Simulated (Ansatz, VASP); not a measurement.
**MoS2: VASP beside Ansatz**

```
Mo S
1.0
     1.56407    0.90302    6.03235
    -1.56407    0.90302    6.03235
     0.00000   -1.80603    6.03235
Mo S
1 2
Direct
  0.00000 0.00000 0.00000
  0.25000 0.25000 0.25000
  0.75000 0.75000 0.75000
```

Change from the starting cell: volume scaled by 0.96.

Alike in both runs: task single point; functional PBEsol; k mesh 10 × 10 × 10; occupations fermi-dirac, width 0.05 eV; no spin polarisation.

|  | VASP | Ansatz |
| --- | --- | --- |
| version | VASP 6.6.1 | Ansatz 0.2.0 |
| potentials or method | VASP PAW PBE potentials, release 64 (Mo_sv, S), cutoff 520 eV | all-electron LAPW, scalar-relativistic |

Ansatz gave:

```
gap on the k mesh at the Fermi level (eV)                     : none
pressure (GPa)                                                : 9.9
traceless stress, the component that is largest in VASP (GPa) : 4.19
rms of the force components (eV/Å)                            : 0.723
```

Problem. Which values does VASP return?

Solution. gap on the k mesh at the Fermi level (eV): none; pressure (GPa): 9.9; traceless stress, the component that is largest in VASP (GPa): 4.22; rms of the force components (eV/Å): 0.724.

VASP's potentials were made for PBE, not for PBEsol. Atom by atom the forces differ by 0.001 eV/Å (rms over components). A gap of «none» marks a metal or a gap that the smearing closes. Ansatz ran all-electron here, and VASP with PAW potentials.
